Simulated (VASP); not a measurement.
# AgRh (P-6m2) in VASP: further runs

Runs on AgRh. Level: PBE. Tasks: single point.

Everything below comes from runs of VASP 6.6.1. Logs are shortened: lines on timing, memory, paths and dates and some standing lists are left out, and cuts for length are marked.

### Step 1. The cell of the first run

The structure is hexagonal, space group P-6m2 (No. 187). The conventional cell has a = 2.778 Å, b = 2.778 Å, c = 4.809 Å, α = 90.00°, β = 90.00°, γ = 120.00°. Ag (site symmetry -6m2) has 6 Ag at 2.78 Å and 6 Rh at 2.89 Å within 3.7 Å. Within 3.7 Å of Rh (site symmetry -6m2) lie 6 Rh at 2.78 Å and 6 Ag at 2.89 Å.

### Step 2. Single point, PBE, collinear spin, ferromagnetic start

Contents of INCAR:

```
SYSTEM = AgRh
ALGO = Normal
EDIFF = 1E-7
ENCUT = 520
GGA = PE
ISIF = 2
ISMEAR = -1
ISPIN = 2
LASPH = .True.
LCHARG = .False.
LMAXMIX = 4
LORBIT = 11
LREAL = .False.
LWAVE = .False.
MAGMOM = 0 0.62
NBANDS = 24
NELM = 150
NUPDOWN = 0.62
PREC = Accurate
SIGMA = 0.05
```

Contents of KPOINTS:

```
k-points
0
Gamma
  14 14 7
  0 0 0
```

Contents of POSCAR:

```
AgRh
1.0
    2.7775881998      0.0000000000      0.0000000000
   -1.3887940999      2.4054619423      0.0000000000
    0.0000000000      0.0000000000      4.8086020000
Ag Rh
1 1
Direct
    0.0000000000      0.0000000000      0.5000000000
    0.6666666667      0.3333333333      0.0000000000
```

Potentials or basis: VASP PAW PBE potentials, release 64 (Ag, Rh_pv).

Run with:

```bash
cat potpaw_PBE.64/Ag/POTCAR potpaw_PBE.64/Rh_pv/POTCAR > POTCAR
mpirun -np 1 vasp_std > vasp.out
```

OUTCAR:

```text
SYSTEM = AgRh
   EDIFF = 1E-7
   ENCUT = 520
   GGA = PE
   ISIF = 2
   ISMEAR = -1
   ISPIN = 2
   LASPH = .True.
   LORBIT = 11
   LREAL = .False.
   NELM = 150
   NUPDOWN = 0.62
   PREC = Accurate

 ion  position               nearest neighbor table
   1  0.000  0.000  0.500-   2 2.89   2 2.89   2 2.89   2 2.89   2 2.89   2 2.89
   2  0.667  0.333  0.000-   1 2.89   1 2.89   1 2.89   1 2.89   1 2.89   1 2.89

  LATTYP: Found a hexagonal cell.
 ALAT       =     2.7775881998
 C/A-ratio  =     1.7312148721

  Lattice vectors:

 A1 = (   2.7775881998,   0.0000000000,   0.0000000000)
 A2 = (  -1.3887940999,   2.4054619423,   0.0000000000)
 A3 = (   0.0000000000,   0.0000000000,   4.8086020000)

Analysis of symmetry for initial positions (statically):
=====================================================================
 Subroutine PRICEL returns:
 Original cell was already a primitive cell.

 Routine SETGRP: Setting up the symmetry group for a
 hexagonal supercell.

 Subroutine GETGRP returns: Found 12 space group operations
 (whereof 12 operations were pure point group operations)
 out of a pool of 24 trial point group operations.

The static configuration has the point symmetry D_3h.

Analysis of symmetry for dynamics (positions and initial velocities):
=====================================================================
 Subroutine PRICEL returns:
 Original cell was already a primitive cell.

 Routine SETGRP: Setting up the symmetry group for a
 hexagonal supercell.

 Subroutine GETGRP returns: Found 12 space group operations
 (whereof 12 operations were pure point group operations)
 out of a pool of 24 trial point group operations.

The dynamic configuration has the point symmetry D_3h.

Analysis of structural, dynamic, and magnetic symmetry:
=====================================================================
 Subroutine PRICEL returns:
 Original cell was already a primitive cell.

 Routine SETGRP: Setting up the symmetry group for a
 hexagonal supercell.

 Subroutine GETGRP returns: Found 12 space group operations
 (whereof 12 operations were pure point group operations)
 out of a pool of 24 trial point group operations.

The overall configuration has the point symmetry D_3h.

 Subroutine INISYM returns: Found 12 space group operations
 (whereof 12 operations are pure point group operations),
 and found     1 'primitive' translations

----------------------------------------------------------------------------------------

                                     Primitive cell

  volume of cell :      32.1281

  direct lattice vectors                    reciprocal lattice vectors
     2.777588200  0.000000000  0.000000000     0.360024571  0.207860283  0.000000000
    -1.388794100  2.405461942  0.000000000     0.000000000  0.415720566  0.000000000
     0.000000000  0.000000000  4.808602000     0.000000000  0.000000000  0.207960651

  length of vectors
     2.777588200  2.777588200  4.808602000     0.415720566  0.415720566  0.207960651

  position of ions in fractional coordinates (direct lattice)
     0.000000000  0.000000000  0.500000000
     0.666666667  0.333333333  0.000000000

  ion indices of the primitive-cell ions
   primitive index   ion index
                 1           1
                 2           2

----------------------------------------------------------------------------------------

 KPOINTS: k-points

Automatic generation of k-mesh.
 Grid dimensions read from file:
 generate k-points for:   14   14    7

 Generating k-lattice:

  Cartesian coordinates                     Fractional coordinates (reciprocal lattice)
     0.025716041  0.014847163  0.000000000     0.071428571  0.000000000  0.000000000
     0.000000000  0.029694326  0.000000000     0.000000000  0.071428571  0.000000000
     0.000000000  0.000000000  0.029708664     0.000000000  0.000000000  0.142857143

  Length of vectors
     0.029694326  0.029694326  0.029708664

  Shift w.r.t. Gamma in fractional coordinates (k-lattice)
     0.000000000  0.000000000  0.000000000

 Subroutine IBZKPT returns following result:
 ===========================================

 Found     96 irreducible k-points:

 Following reciprocal coordinates:
            Coordinates               Weight
  0.000000  0.000000  0.000000      1.000000
  0.071429  0.000000  0.000000      6.000000
  0.142857  0.000000  0.000000      6.000000
  0.214286  0.000000  0.000000      6.000000
  0.285714  0.000000  0.000000      6.000000
  0.357143  0.000000  0.000000      6.000000
[... 16 lines left out ...]
  0.285714  0.285714  0.000000      6.000000
  0.357143  0.285714  0.000000      6.000000
 [... further k-points ...]
   k-points           NKPTS =     96   k-points in BZ     NKDIM =     96   number of bands    NBANDS=     24
   number of dos      NEDOS =    301   number of ions     NIONS =      2
   total plane-waves  NPLWV =  20736
   dimension x,y,z NGX =    24 NGY =   24 NGZ =   36
   dimension x,y,z NGXF=    48 NGYF=   48 NGZF=   72
   ions per type =               1   1
   NGX,Y,Z   is equivalent  to a cutoff of  14.36, 14.36, 12.45 a.u.
   NGXF,Y,Z  is equivalent  to a cutoff of  28.73, 28.73, 24.89 a.u.
 SYSTEM =  AgRh
   PREC   = accura    normal or accurate (medium, high low for compatibility)
   ISTART =      0    job   : 0-new  1-cont  2-samecut
   ICHARG =      2    charge: 1-file 2-atom 10-const
   ISPIN  =      2    spin polarized calculation?
   LNONCOLLINEAR =      F non collinear calculations
   LSORBIT =      F    spin-orbit coupling
   LASPH  =      T    aspherical Exc in radial PAW
   ENCUT  =  520.0 eV  38.22 Ry    6.18 a.u.   5.16  5.16  8.94*2*pi/ulx,y,z
   NELM   =    150;   NELMIN=  2; NELMDL= -5     # of ELM steps
   EDIFF  = 0.1E-06   stopping-criterion for ELM
   LREAL  =      F    real-space projection
   EDIFFG = 0.1E-05   stopping-criterion for IOM
   NSW    =      0    number of steps for IOM
   IBRION =     -1    ionic relax: 0-MD 1-quasi-New 2-CG
   NFREE  =      0    steps in history (QN), initial steepest desc. (CG)
   ISIF   =      2    stress and relaxation
   ISYM   =      2    0-nonsym 1-usesym 2-fastsym
   POTIM  = 0.5000    time-step for ionic-motion
   TEBEG  =    0.0;   TEEND  =   0.0 temperature during run
   PSTRESS=    0.0 pullay stress
   NELECT =      26.0000    total number of electrons
   NUPDOWN=       0.6200    fix difference up-down
   EMIN   =  10.00;   EMAX   =-10.00  energy-range for DOS
   EFERMI =   0.00;   METHOD = LEGACY
   ISMEAR =    -1;   SIGMA  =   0.05  broadening in eV -4-tet -1-fermi 0-gaus
   EFERMI_NEDOS =   21; number of points for ismear=-14 and -15
   IALGO  =     38    algorithm
   IMIX   =      4    mixing-type and parameters
     AMIX     =   0.40;   BMIX     =  1.00
     AMIX_MAG =   1.60;   BMIX_MAG =  1.00
  volume/ion in A,a.u.               =      16.06       108.41
  Fermi-wavevector in a.u.,A,eV,Ry     =   1.525589  2.882945 31.666497  2.327422
  Thomas-Fermi vector in A             =   2.633739
   LORBIT       =     11    0 simple, 1 ext, 2 COOP (PROOUT), +10 PAW based schemes
   GGA     = PE    functional components
   LHFCALC =     F    Hartree Fock is set to
   AEXX    =    0.0000 exact exchange contribution
   IVDW    =     0    specifies the selected vdW correction
   LEPSILON=     F    determine dielectric tensor
   LRPA    =     F    only Hartree local field effects (RPA)
 spin polarized calculation
  energy-cutoff  :      520.00
  volume of cell :       32.13
 maximum number of plane-waves:       877
 NGX is ok and might be reduce to    24
   NGX = 11   NGY = 11   NGZ = 17

 number of electron      25.9999997 magnetization       0.6200000

 Free energy of the ion-electron system (eV)
  ---------------------------------------------------
  ext. energy  EPLUGINS =         0.00000000
  ---------------------------------------------------
  free energy    TOTEN  =        -9.45160753 eV

  energy without entropy =       -9.43138168  energy(sigma->0) =       -9.44149460

 E-fermi :   8.8604     XC(G=0): -12.7907

 val. band max:        8.9941951630   @ k =   0.0000   0.0000   0.0000
 cond. band min:       8.8683838481   @ k =   0.2143   0.1429   0.0000
 fundamental gap:     -0.1258113149
 Fermi energy:         9.0389348443

 spin component 1

 k-point     1 :       0.0000    0.0000    0.0000
  band No.  band energies     occupation
      1     -37.1261      1.00000
      2     -37.0419      1.00000
      3     -37.0419      1.00000
      4       1.6643      1.00000
      5       3.0971      1.00000
      6       4.5702      1.00000
[... 16 lines left out ...]
     23      32.2458      0.00000
     24      32.2458      0.00000

 k-point     2 :       0.0714    0.0000    0.0000
  band No.  band energies     occupation
      1     -37.1235      1.00000
      2     -37.0619      1.00000
      3     -37.0468      1.00000
      4       1.8257      1.00000
      5       3.1941      1.00000
      6       4.5043      1.00000
[... 586 lines left out ...]
 k-point    24 :       0.3571    0.2857    0.0000
  band No.  band energies     occupation
      1     -37.3471      1.00000
      2     -37.2876      1.00000
      3     -37.0665      1.00000
      4       3.7853      1.00000
      5       4.0560      1.00000
      6       4.4817      1.00000
[... 16 lines left out ...]
     23      30.1810      0.00000
     24      33.1171      0.00000

 [... further k-points ...]

 spin component 2

 k-point     1 :       0.0000    0.0000    0.0000
  band No.  band energies     occupation
      1     -36.6181      1.00000
      2     -36.6181      1.00000
      3     -36.5650      1.00000
      4       1.6908      1.00000
      5       3.1313      1.00000
      6       4.5849      1.00000
[... 16 lines left out ...]
     23      32.3117      0.00000
     24      32.3117      0.00000

 k-point     2 :       0.0714    0.0000    0.0000
  band No.  band energies     occupation
      1     -36.6384      1.00000
      2     -36.6230      1.00000
      3     -36.5624      1.00000
      4       1.8528      1.00000
      5       3.2271      1.00000
      6       4.5209      1.00000
[... 586 lines left out ...]
 k-point    24 :       0.3571    0.2857    0.0000
  band No.  band energies     occupation
      1     -36.9282      1.00000
      2     -36.8676      1.00000
      3     -36.5043      1.00000
      4       3.8873      1.00000
      5       4.0868      1.00000
      6       4.5180      1.00000
[... 16 lines left out ...]
     23      30.9035      0.00000
     24      33.1634      0.00000

 [... further k-points ...]
[... 5 lines left out ...]
  --------------------------------------------------------------------------------------
  -------------------------------------------------------------------------------------
  Total       -0.3407074     -0.3407074     -0.4354883      0.0000000      0.0000000     -0.0000000
  in kB      -16.9905336    -16.9905336    -21.7171044      0.0000000      0.0000000     -0.0000000
  external PRESSURE =     -18.5660572 kB  Pullay stress =       0.0000000 kB

 VOLUME and BASIS-vectors are now :
 -----------------------------------------------------------------------------
  energy-cutoff  :      520.00
  volume of cell :       32.13
      direct lattice vectors                 reciprocal lattice vectors
     2.777588200  0.000000000  0.000000000     0.360024571  0.207860283  0.000000000
    -1.388794100  2.405461942  0.000000000     0.000000000  0.415720566  0.000000000
     0.000000000  0.000000000  4.808602000     0.000000000  0.000000000  0.207960651

 POSITION                                       TOTAL-FORCE (eV/Angst)
 -----------------------------------------------------------------------------------
      0.00000      0.00000      2.40430         0.000000      0.000000      0.000000
      1.38879      0.80182      0.00000        -0.000000     -0.000000      0.000000
 -----------------------------------------------------------------------------------
    total drift:                               -0.000000      0.000000      0.000000

  FREE ENERGIE OF THE ION-ELECTRON SYSTEM (eV)
  ---------------------------------------------------
  free  energy   TOTEN  =        -9.4516075291 eV

  energy  without entropy=       -9.4313816799  energy(sigma->0) =       -9.44149460

 total charge

# of ion       s       p       d       tot
------------------------------------------
    1        0.429   0.348   9.154   9.931
    2        0.350   6.188   7.075  13.613
--------------------------------------------------
tot          0.778   6.536  16.229  23.543

 magnetization (x)

# of ion       s       p       d       tot
------------------------------------------
    1       -0.003  -0.007   0.034   0.024
    2        0.002   0.000   0.594   0.597
--------------------------------------------------
tot         -0.000  -0.007   0.628   0.620
```

Wall time 91 s (1 thread of Intel Xeon 6975P-C, shared host); peak memory 0.25 GiB.

What came out:

| Quantity | Value |
| --- | --- |
| Free energy | -9.4516 eV |
| Pressure | -1.9 GPa |
| Net moment | 0.62 μB per cell |
| Site moments | Ag +0.02; Rh +0.60 μB |
| Valence electrons inside the program's atomic spheres | Ag 9.93; Rh 13.61 |

Stress tensor (GPa, compression positive):
```
-1.70  0.00  0.00
 0.00 -1.70  0.00
 0.00  0.00 -2.17
```

Caveat: the total moment is fixed, so each spin has its own Fermi level.

### Step 3. Single point, PBE, collinear spin, ferromagnetic start

Contents of INCAR:

```
PREC     = Accurate       # precision mode
ENCUT    = 520            # plane-wave cutoff, eV
EDIFF    = 1E-6           # SCF threshold, eV
ISMEAR   = -1             # smearing method
SIGMA    = 0.05           # smearing width, eV
LREAL    = False          # projectors in reciprocal space
LASPH    = True           # aspherical terms in the spheres
NELM     = 150            # most SCF steps
ALGO     = Normal         # electronic algorithm
ISIF     = 2              # what is computed and relaxed
LWAVE    = False          # write WAVECAR
LCHARG   = False          # write CHGCAR
ISPIN    = 2              # spin polarisation
MAGMOM   = 0 0.62         # initial moments
LORBIT   = 11             # projections on sites
NUPDOWN  = 0.62           # fixed moment
LMAXMIX  = 4              # l up to which the mixer works
GGA      = PE             # functional
NBANDS   = 24             # bands
```

Contents of KPOINTS:

```
Automatic mesh
0
Gamma
  14 14 7
```

POSCAR is that of step 2.

Potentials or basis: VASP PAW PBE potentials, release 64 (Ag, Rh_pv).

Run with:

```bash
cat potpaw_PBE.64/Ag/POTCAR potpaw_PBE.64/Rh_pv/POTCAR > POTCAR
mpirun -np 1 vasp_std > vasp.out
```

Wall time 88 s (1 thread of Intel Xeon 6975P-C, shared host); peak memory 0.25 GiB.

The run converged. Its results:

```
Free energy                                           : -9.4516 eV
Pressure                                              : -1.9 GPa
Net moment                                            : 0.62 μB per cell
Site moments                                          : Ag +0.02; Rh +0.60 μB
Valence electrons inside the program's atomic spheres : Ag 9.93; Rh 13.61
```

Stress tensor (GPa, compression positive):
```
-1.72  0.00  0.00
 0.00 -1.72  0.00
 0.00  0.00 -2.21
```

Caveat: the total moment is fixed, so each spin has its own Fermi level.

### Step 4. Single point, PBE

Contents of INCAR:

```
SYSTEM = AgRh
ALGO     = Normal         ! electronic algorithm
EDIFF    = 1E-6           ! SCF threshold, eV
ENCUT    = 520            ! plane-wave cutoff, eV
GGA      = PE             ! functional
ISIF     = 2              ! what is computed and relaxed
ISMEAR   = -1             ! smearing method
LASPH    = .TRUE.         ! aspherical terms in the spheres
LCHARG   = .FALSE.        ! write CHGCAR
LREAL    = .FALSE.        ! projectors in reciprocal space
LWAVE    = .FALSE.        ! write WAVECAR
NBANDS   = 20             ! bands
NELM     = 80             ! most SCF steps
PREC     = Accurate       ! precision mode
SIGMA    = 0.05           ! smearing width, eV
```

Contents of KPOINTS:

```
k-points
0
G
  14 14 7
  0 0 0
```

POSCAR is that of step 3.

Run with:

```bash
cat potpaw_PBE.64/Ag/POTCAR potpaw_PBE.64/Rh_pv/POTCAR > POTCAR
mpirun -np 1 vasp_std > vasp.out
```

Run time: 17 s. Hardware: 1 thread of Intel Xeon 6975P-C (Granite Rapids), shared host; peak memory 0.2 GiB.

The run converged. Its results:

- Free energy: -9.4526 eV
- Pressure: -2.4 GPa
- Band gap on the k mesh: zero (band 13 reaches 9.95 eV, above the bottom of band 14 at 8.64 eV)

Stress tensor (GPa, compression positive):
```
-2.16  0.00  0.00
 0.00 -2.16  0.00
 0.00  0.00 -2.91
```

Levels at points of the mesh, in eV from the Fermi level:
| k point | band 11 | band 12 | band 13 | band 14 | band 15 | band 16 |
| --- | --- | --- | --- | --- | --- | --- |
| (0.00, 0.00, 0.00) | -1.78 | -1.78 | 0.13 | 0.13 | 0.18 | 5.33 |
| (0.50, 0.00, 0.00) | -1.60 | -0.10 | 1.11 | 1.85 | 4.00 | 8.42 |

### Step 5. Single point, PBE, collinear spin, zero start

Contents of INCAR:

```
  PREC = Accurate
  ENCUT = 520
  EDIFF = 1E-7
  ISMEAR = -1
  SIGMA = 0.05
  LREAL = F
  LASPH = T
  NELM = 150
  ALGO = Normal
  ISIF = 2
  LWAVE = F
  LCHARG = F
  ISPIN = 2
  MAGMOM = 0 0
  LORBIT = 11
  NUPDOWN = 0.0
  LMAXMIX = 4
  GGA = PE
  NBANDS = 24
```

Contents of KPOINTS:

```
Automatic mesh
0
Gamma
  14 14 7
```

POSCAR is that of step 4.

Run with:

```bash
cat potpaw_PBE.64/Ag/POTCAR potpaw_PBE.64/Rh_pv/POTCAR > POTCAR
mpirun -np 1 vasp_std > vasp.out
```

It took 43 s on 1 thread of Intel Xeon 6975P-C (Granite Rapids), shared host; peak memory 0.25 GiB.

The run converged. Its results:

| Quantity | Value |
| --- | --- |
| Free energy | -9.4526 eV |
| Pressure | -2.4 GPa |
| Net moment | 0.00 μB per cell |
| Valence electrons inside the program's atomic spheres | Ag 9.93; Rh 13.62 |

Stress tensor (GPa, compression positive):
```
-2.15  0.00  0.00
 0.00 -2.15  0.00
 0.00  0.00 -2.89
```

Caveat: the total moment is fixed, so each spin has its own Fermi level.

### Step 6. Single point, PBE, collinear spin, zero start

Contents of INCAR:

```
SYSTEM = AgRh
  ALGO = Normal
  EDIFF = 1E-6
  ENCUT = 520
  GGA = PE
  ISIF = 2
  ISMEAR = -1
  ISPIN = 2
  LASPH = .True.
  LCHARG = .False.
  LMAXMIX = 4
  LORBIT = 11
  LREAL = .False.
  LWAVE = .False.
  MAGMOM = 0 0
  NBANDS = 24
  NELM = 150
  NUPDOWN = 0.0
  PREC = Accurate
  SIGMA = 0.05
```

Contents of KPOINTS:

```
k-points
0
Gamma
  14 14 7
  0 0 0
```

POSCAR is that of step 5.

Potentials or basis: VASP PAW PBE potentials, release 64 (Ag, Rh_pv).

Run with:

```bash
cat potpaw_PBE.64/Ag/POTCAR potpaw_PBE.64/Rh_pv/POTCAR > POTCAR
mpirun -np 1 vasp_std > vasp.out
```

It took 40 s on 1 thread of Intel Xeon 6975P-C (Granite Rapids), shared host; peak memory 0.25 GiB.

It converged, with:

```yaml
Free_energy: -9.4526 eV
Pressure: -2.4 GPa
Net_moment: 0.00 μB per cell
Valence_electrons_inside_the_program's_atomic_spheres: Ag 9.93; Rh 13.62
```

Stress tensor (GPa, compression positive):
```
-2.15  0.00  0.00
 0.00 -2.15  0.00
 0.00  0.00 -2.90
```

Caveat: the total moment is fixed, so each spin has its own Fermi level.

### Step 7. The runs side by side

```csv
spin,fixed moment (μB),pressure (GPa),moment (μB)
"collinear, ferromagnetic start",0.62,-1.9,0.62
off,-,-2.4,-
"collinear, zero start",0.0,-2.4,0.00
```

Alike in all rows: task single point; level PBE; potentials or basis VASP PAW PBE potentials, release 64 (Ag, Rh_pv); cell as given; k mesh 14 × 14 × 7; cutoff (eV) 520; smearing fermi-dirac 0.05 eV.

Caveats: the total moment is fixed, so each spin has its own Fermi level (some runs).

Absolute energies hang on the potentials; compare differences alone.
